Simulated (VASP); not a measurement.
Here is a VASP 6.6.1 calculation.

INCAR

```
ALGO = Normal
EDIFF = 1E-6
ENCUT = 500
GGA_COMPAT = False
ISIF = 2
ISMEAR = 0
LASPH = True
LCHARG = True
LELF = True
LREAL = False
LVHAR = True
LWAVE = False
NBANDS = 16
NELM = 120
PREC = Accurate
SIGMA = 0.05
```

File KPOINTS:

```
k-points
0
Gamma
  6 6 6
```

The input POSCAR:

```
GaP
1.0
    0.0000000000      2.7175874299      2.7175874299
    2.7175874299      0.0000000000      2.7175874299
    2.7175874299      2.7175874299      0.0000000000
Ga P
1 1
Direct
    0.0000000000      0.0000000000      0.0000000000
    0.2500000000      0.2500000000      0.2500000000
```

Potentials or basis: VASP PAW LDA potentials, release 64 (Ga_d, P).

Command:

```sh
$ cat potpaw_LDA.64/Ga_d/POTCAR potpaw_LDA.64/P/POTCAR > POTCAR
$ mpirun -np 1 vasp_std > vasp.out
```

(1) Estimate the band gap on the k mesh.

(2) Estimate the pressure.

Answers

(1) 1.47 eV, indirect (least direct gap 1.70 eV).

(2) -2.0 GPa.
